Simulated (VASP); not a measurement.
# HfB2 (P6/mmm) in VASP: a series of runs

Runs on HfB2. Level: PBE. Tasks: single point, relaxation of cell and atoms.

Everything below comes from runs of VASP 6.6.1. Logs are shortened: lines on timing, memory, paths and dates and some standing lists are left out, and cuts for length are marked.

## (1) The cell of the first run

The structure is hexagonal, space group P6/mmm (No. 191). Conventional cell: a = 3.145 Å, b = 3.145 Å, c = 3.487 Å, α = 90.00°, β = 90.00°, γ = 120.00°. Hf (site symmetry 6/mmm) has 12 B at 2.52 Å and 6 Hf at 3.15 Å within 3.3 Å. Within 2.4 Å of B (site symmetry -6m2) lie 3 B at 1.82 Å.

## (2) Single point, PBE

INCAR

```
SYSTEM = HfB2
ALGO     = Normal         ! electronic algorithm
EDIFF    = 1E-7           ! SCF threshold, eV
ENCUT    = 520            ! plane-wave cutoff, eV
GGA      = PE             ! functional
ISIF     = 2              ! what is computed and relaxed
ISMEAR   = 0              ! smearing method
LASPH    = .True.         ! aspherical terms in the spheres
LCHARG   = .True.         ! write CHGCAR
LELF     = .True.         ! ELF
LREAL    = .False.        ! projectors in reciprocal space
LVHAR    = .True.       
LWAVE    = .False.        ! write WAVECAR
NBANDS   = 15             ! bands
NELM     = 100            ! most SCF steps
PREC     = Accurate       ! precision mode
SIGMA    = 0.05           ! smearing width, eV
```

KPOINTS

```
k-points
0
Gamma
  14 14 12
  0 0 0
```

POSCAR

```
HfB2
1.0
    3.1453127744      0.0000000000      0.0000000000
   -1.5726563872      2.7239207655      0.0000000000
    0.0000000000      0.0000000000      3.4867733264
Hf B
1 2
Direct
    0.0000000000      0.0000000000      0.0000000000
    0.3333333333      0.6666666667      0.5000000000
    0.6666666667      0.3333333333      0.5000000000
```

Potentials or basis: VASP PAW PBE potentials, release 64 (Hf_pv, B).

Launch:

```bash
$ cat potpaw_PBE.64/Hf_pv/POTCAR potpaw_PBE.64/B/POTCAR > POTCAR
$ mpirun -np 1 vasp_std > vasp.out
```

OUTCAR:

```text
SYSTEM = HfB2
   EDIFF = 1E-7
   ENCUT = 520
   GGA = PE
   ISIF = 2
   ISMEAR = 0
   LASPH = .True.
   LREAL = .False.
   NELM = 100
   PREC = Accurate

 ion  position               nearest neighbor table
   1  0.000  0.000  0.000-   2 2.52   3 2.52   2 2.52   3 2.52   3 2.52   3 2.52   2 2.52   2 2.52
                             3 2.52   3 2.52   2 2.52   2 2.52
   2  0.333  0.667  0.500-   3 1.82   3 1.82   3 1.82   1 2.52   1 2.52   1 2.52   1 2.52   1 2.52
                             1 2.52
   3  0.667  0.333  0.500-   2 1.82   2 1.82   2 1.82   1 2.52   1 2.52   1 2.52   1 2.52   1 2.52
                             1 2.52

  LATTYP: Found a hexagonal cell.
 ALAT       =     3.1453127744
 C/A-ratio  =     1.1085617160

  Lattice vectors:

 A1 = (   3.1453127744,   0.0000000000,   0.0000000000)
 A2 = (  -1.5726563872,   2.7239207655,   0.0000000000)
 A3 = (   0.0000000000,   0.0000000000,   3.4867733264)

Analysis of symmetry for initial positions (statically):
=====================================================================
 Subroutine PRICEL returns:
 Original cell was already a primitive cell.

 Routine SETGRP: Setting up the symmetry group for a
 hexagonal supercell.

 Subroutine GETGRP returns: Found 24 space group operations
 (whereof 24 operations were pure point group operations)
 out of a pool of 24 trial point group operations.

The static configuration has the point symmetry D_6h.

Analysis of symmetry for dynamics (positions and initial velocities):
=====================================================================
 Subroutine PRICEL returns:
 Original cell was already a primitive cell.

 Routine SETGRP: Setting up the symmetry group for a
 hexagonal supercell.

 Subroutine GETGRP returns: Found 24 space group operations
 (whereof 24 operations were pure point group operations)
 out of a pool of 24 trial point group operations.

The dynamic configuration has the point symmetry D_6h.

 Subroutine INISYM returns: Found 24 space group operations
 (whereof 24 operations are pure point group operations),
 and found     1 'primitive' translations

----------------------------------------------------------------------------------------

                                     Primitive cell

  volume of cell :      29.8732

  direct lattice vectors                    reciprocal lattice vectors
     3.145312774  0.000000000  0.000000000     0.317933405  0.183558937  0.000000000
    -1.572656387  2.723920765  0.000000000     0.000000000  0.367117874  0.000000000
     0.000000000  0.000000000  3.486773326     0.000000000  0.000000000  0.286798110

  length of vectors
     3.145312774  3.145312774  3.486773326     0.367117874  0.367117874  0.286798110

  position of ions in fractional coordinates (direct lattice)
     0.000000000  0.000000000  0.000000000
     0.333333333  0.666666667  0.500000000
     0.666666667  0.333333333  0.500000000

  ion indices of the primitive-cell ions
   primitive index   ion index
                 1           1
                 2           2
                 3           3

----------------------------------------------------------------------------------------

 KPOINTS: k-points

Automatic generation of k-mesh.
 Grid dimensions read from file:
 generate k-points for:   14   14   12

 Generating k-lattice:

  Cartesian coordinates                     Fractional coordinates (reciprocal lattice)
     0.022709529  0.013111353  0.000000000     0.071428571  0.000000000  0.000000000
     0.000000000  0.026222705  0.000000000     0.000000000  0.071428571  0.000000000
     0.000000000  0.000000000  0.023899842     0.000000000  0.000000000  0.083333333

  Length of vectors
     0.026222705  0.026222705  0.023899842

  Shift w.r.t. Gamma in fractional coordinates (k-lattice)
     0.000000000  0.000000000  0.000000000

 Subroutine IBZKPT returns following result:
 ===========================================

 Found    168 irreducible k-points:

 Following reciprocal coordinates:
            Coordinates               Weight
  0.000000  0.000000  0.000000      1.000000
  0.071429  0.000000  0.000000      6.000000
  0.142857  0.000000  0.000000      6.000000
  0.214286 -0.000000  0.000000      6.000000
  0.285714 -0.000000  0.000000      6.000000
  0.357143 -0.000000  0.000000      6.000000
[... 16 lines left out ...]
  0.285714  0.285714  0.000000      6.000000
  0.357143  0.285714  0.000000      6.000000
 [... further k-points ...]
   k-points           NKPTS =    168   k-points in BZ     NKDIM =    168   number of bands    NBANDS=     15
   number of dos      NEDOS =    301   number of ions     NIONS =      3
   total plane-waves  NPLWV =  16128
   dimension x,y,z NGX =    24 NGY =   24 NGZ =   28
   dimension x,y,z NGXF=    48 NGYF=   48 NGZF=   56
   ions per type =               1   2
   NGX,Y,Z   is equivalent  to a cutoff of  12.69, 12.69, 13.35 a.u.
   NGXF,Y,Z  is equivalent  to a cutoff of  25.37, 25.37, 26.70 a.u.
 SYSTEM =  HfB2
   PREC   = accura    normal or accurate (medium, high low for compatibility)
   ISTART =      0    job   : 0-new  1-cont  2-samecut
   ICHARG =      2    charge: 1-file 2-atom 10-const
   ISPIN  =      1    spin polarized calculation?
   LNONCOLLINEAR =      F non collinear calculations
   LSORBIT =      F    spin-orbit coupling
   LASPH  =      T    aspherical Exc in radial PAW
   ENCUT  =  520.0 eV  38.22 Ry    6.18 a.u.   5.85  5.85  6.48*2*pi/ulx,y,z
   NELM   =    100;   NELMIN=  2; NELMDL= -5     # of ELM steps
   EDIFF  = 0.1E-06   stopping-criterion for ELM
   LREAL  =      F    real-space projection
   EDIFFG = 0.1E-05   stopping-criterion for IOM
   NSW    =      0    number of steps for IOM
   IBRION =     -1    ionic relax: 0-MD 1-quasi-New 2-CG
   NFREE  =      0    steps in history (QN), initial steepest desc. (CG)
   ISIF   =      2    stress and relaxation
   ISYM   =      2    0-nonsym 1-usesym 2-fastsym
   POTIM  = 0.5000    time-step for ionic-motion
   TEBEG  =    0.0;   TEEND  =   0.0 temperature during run
   PSTRESS=    0.0 pullay stress
   NELECT =      16.0000    total number of electrons
   NUPDOWN=      -1.0000    fix difference up-down
   EMIN   =  10.00;   EMAX   =-10.00  energy-range for DOS
   EFERMI =   0.00;   METHOD = LEGACY
   ISMEAR =     0;   SIGMA  =   0.05  broadening in eV -4-tet -1-fermi 0-gaus
   EFERMI_NEDOS =   21; number of points for ismear=-14 and -15
   IALGO  =     38    algorithm
   IMIX   =      4    mixing-type and parameters
     AMIX     =   0.40;   BMIX     =  1.00
     AMIX_MAG =   1.60;   BMIX_MAG =  1.00
  volume/ion in A,a.u.               =       9.96        67.20
  Fermi-wavevector in a.u.,A,eV,Ry     =   1.329497  2.512386 24.049158  1.767563
  Thomas-Fermi vector in A             =   2.458655
   LORBIT       =      0    0 simple, 1 ext, 2 COOP (PROOUT), +10 PAW based schemes
   GGA     = PE    functional components
   LHFCALC =     F    Hartree Fock is set to
   AEXX    =    0.0000 exact exchange contribution
   IVDW    =     0    specifies the selected vdW correction
   LEPSILON=     F    determine dielectric tensor
   LRPA    =     F    only Hartree local field effects (RPA)
 non-spin polarized calculation
 Gauss-broadening in eV      SIGMA  =   0.05
  energy-cutoff  :      520.00
  volume of cell :       29.87
 maximum number of plane-waves:       818
 NGX is ok and might be reduce to    24
   NGX = 11   NGY = 11   NGZ = 13

 number of electron      15.9999997 magnetization

 Free energy of the ion-electron system (eV)
  ---------------------------------------------------
  ext. energy  EPLUGINS =         0.00000000
  ---------------------------------------------------
  free energy    TOTEN  =       -26.40035167 eV

  energy without entropy =      -26.39994132  energy(sigma->0) =      -26.40014649

 E-fermi :   7.6464     XC(G=0): -12.5717

 val. band max:        7.6326495459   @ k =   0.3571   0.2143   0.0000
 cond. band min:       7.6739699470   @ k =   0.2857   0.2143   0.0000
 fundamental gap:      0.0413204011
 Fermi energy:         7.6464385553

 k-point     1 :       0.0000    0.0000    0.0000
  band No.  band energies     occupation
      1     -23.0247      2.00000
      2     -22.5311      2.00000
      3     -22.5311      2.00000
      4      -6.0958      2.00000
      5       4.6377      2.00000
      6       4.7436      2.00000
      7       4.7436      2.00000
      8       4.8435      2.00000
      9      11.6278      0.00000
     10      11.6278      0.00000
     11      12.2592      0.00000
     12      12.2592      0.00000
     13      12.5866      0.00000
     14      12.5974      0.00000
     15      12.5974      0.00000

 k-point     2 :       0.0714    0.0000    0.0000
  band No.  band energies     occupation
      1     -23.0183      2.00000
      2     -22.5706      2.00000
      3     -22.5398      2.00000
      4      -5.9859      2.00000
      5       4.4239      2.00000
      6       4.7367      2.00000
      7       4.7482      2.00000
      8       4.7500      2.00000
      9      11.3351      0.00000
     10      11.5503      0.00000
     11      11.6717      0.00000
     12      11.7703      0.00000
     13      12.9655      0.00000
     14      13.2862      0.00000
     15      13.5054      0.00000
[... 365 lines left out ...]
      3     -22.8832      2.00000
      4      -1.7768      2.00000
      5      -0.1371      2.00000
      6       0.6946      2.00000
      7       4.3524      2.00000
      8       6.0108      2.00000
      9       8.8597      0.00000
     10       8.8747      0.00000
     11      12.2278      0.00000
     12      16.1525      0.00000
     13      16.6628      0.00000
     14      17.1602      0.00000
     15      18.6920      0.00000

 k-point    24 :       0.3571    0.2857    0.0000
  band No.  band energies     occupation
      1     -23.1070      2.00000
      2     -22.9934      2.00000
      3     -22.8791      2.00000
      4      -0.8644      2.00000
      5      -0.8279      2.00000
      6       0.3270      2.00000
      7       4.6411      2.00000
      8       5.5127      2.00000
      9       8.7688      0.00000
     10       9.7122      0.00000
     11      11.3253      0.00000
     12      16.3037      0.00000
     13      17.3604      0.00000
     14      17.9815      0.00000
     15      19.4152      0.00000

 [... further k-points ...]

------------------------ aborting loop because EDIFF is reached ----------------------------------------

  FORCE on cell =-STRESS in cart. coord.  units (eV):
  Direction    XX          YY          ZZ          XY          YZ          ZX
  --------------------------------------------------------------------------------------
  -------------------------------------------------------------------------------------
  Total       -0.0856699     -0.0856699     -0.0343289      0.0000000      0.0000000     -0.0000000
  in kB       -4.5946976     -4.5946976     -1.8411464      0.0000000      0.0000000     -0.0000000
  external PRESSURE =      -3.6768472 kB  Pullay stress =       0.0000000 kB

 VOLUME and BASIS-vectors are now :
 -----------------------------------------------------------------------------
  energy-cutoff  :      520.00
  volume of cell :       29.87
      direct lattice vectors                 reciprocal lattice vectors
     3.145312774  0.000000000  0.000000000     0.317933405  0.183558937  0.000000000
    -1.572656387  2.723920765  0.000000000     0.000000000  0.367117874  0.000000000
     0.000000000  0.000000000  3.486773326     0.000000000  0.000000000  0.286798110

 POSITION                                       TOTAL-FORCE (eV/Angst)
 -----------------------------------------------------------------------------------
      0.00000      0.00000      0.00000        -0.000000      0.000000      0.000000
     -0.00000      1.81595      1.74339         0.000000     -0.000000      0.000000
      1.57266      0.90797      1.74339        -0.000000      0.000000      0.000000
 -----------------------------------------------------------------------------------
    total drift:                               -0.000000      0.000000     -0.000000

  FREE ENERGIE OF THE ION-ELECTRON SYSTEM (eV)
  ---------------------------------------------------
  free  energy   TOTEN  =       -26.4003516683 eV

  energy  without entropy=      -26.3999413204  energy(sigma->0) =      -26.40014649
```

It took 47 s on 1 thread of Intel Xeon Platinum 8375C at 2.90GHz (Ice Lake), shared host; peak memory 0.2 GiB.

Results:

```yaml
Free_energy: -26.4004 eV
Pressure: -0.4 GPa
Band_gap_on_the_k_mesh: zero (band 8 reaches 8.42 eV, above the bottom of band 9 at 7.42 eV)
```

Caveat: spin-orbit coupling is left out, which moves the levels of the heavy elements.

(Continued in part 2 of 2.)
